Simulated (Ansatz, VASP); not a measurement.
Given: the input of a run of VASP 6.6.1 on SnSe2.

POSCAR

```
SnSe2
1.0
    3.8110000000      0.0000000000      0.0000000000
   -1.9055000000      3.3004228138      0.0000000000
    0.0000000000      0.0000000000      6.1360000000
Sn Se
1 2
Direct
    0.0000000000      0.0000000000      0.0000000000
    0.6666666667      0.3333333333      0.7510000000
    0.3333333333      0.6666666667      0.2490000000
```

INCAR.step1

```
SYSTEM = SnSe2
PREC = Accurate ; ENCUT = 600
ISMEAR = -1 ; SIGMA = 0.05
LREAL = .FALSE. ; LASPH = .TRUE.
NELM = 80 ; GGA = PE
ALGO = Normal ; EDIFF = 1E-4
LWAVE = .TRUE. ; LCHARG = .FALSE.
```

File INCAR.step2:

```
SYSTEM = SnSe2
PREC = Accurate ; ENCUT = 600
EDIFF = 1E-6 ; ISMEAR = -1
SIGMA = 0.05 ; LREAL = .FALSE.
LASPH = .TRUE. ; NELM = 80
ALGO = Normal ; ISIF = 3
LWAVE = .FALSE. ; LCHARG = .FALSE.
METAGGA = R2SCAN ; LMIXTAU = .TRUE.
LUSE_VDW = .TRUE. ; IVDW_NL = 2
BPARAM = 11.95 ; CPARAM = 0.0093
IBRION = 2 ; NSW = 60
EDIFFG = -0.01 ; ISTART = 1
```

KPOINTS

```
Automatic mesh
0
G
  8 8 5
  0 0 0
```

Potentials or basis: VASP PAW PBE potentials, release 64 (Sn_d, Se).

The run is started by

```bash
$ cat potpaw_PBE.64/Sn_d/POTCAR potpaw_PBE.64/Se/POTCAR > POTCAR
$ cp INCAR.step1 INCAR
$ mpirun -np 1 vasp_std > vasp.out
$ cp INCAR.step2 INCAR
$ mpirun -np 1 vasp_std > vasp.out
```

Translate it to Ansatz 0.2.0. Potentials there: Ansatz PAW.

As run (the cutoff follows the program's own potentials):

input.yaml

```yaml
crystal:
  lattice:
    - [3.811, 0.0, 0.0]
    - [-1.9055, 3.3004228138, 0.0]
    - [0.0, 0.0, 6.136]
  atoms:
    - { symbol: Sn, position: [0.0, 0.0, 0.0] }
    - { symbol: Se, position: [0.6666666667, 0.3333333333, 0.751] }
    - { symbol: Se, position: [0.3333333333, 0.6666666667, 0.249] }
hamiltonian:
  xc: r2scan
  pseudopotentials: { kind: paw }
  dispersion: rvv10
kpoints:
  mp_grid: { grid: [8, 8, 5] }
scf:
  occupations: { method: fermi_dirac, width: 0.05 }
output:
  forces: true
  stress: true
relax:
  f_tol: 0.01
  max_steps: 40
  cell: { stress_tol: 0.05 }
```

Potentials or basis: Ansatz PAW.

Command:

```bash
$ ansatz run input.yaml --threads 2 --pin off --max-ram 5120MiB --backend cpu --events-out ev --progress --plain --runs-dir out
```

Both were run:

|  | VASP | Ansatz | Ansatz less VASP |
| --- | --- | --- | --- |
| relaxed volume (Å³/atom) | 26.47 | 26.32 | -0.152 |
| relaxed cell length with the largest relative difference (Å) | 6.255 | 6.227 | -0.0280 |

VASP's potentials were made for PBE, not for r2SCAN. VASP's potentials hold 26 valence electrons a cell and Ansatz's 46, so a difference there can come from the potentials and not from the codes.

Noted on Ansatz's run: odd divisions of the mesh miss points on the zone boundary, where band edges often lie, so the gap on the mesh can be too wide; the plane-wave basis is chosen anew once the cell has moved, so the energies of steps on either side of that aren't comparable.
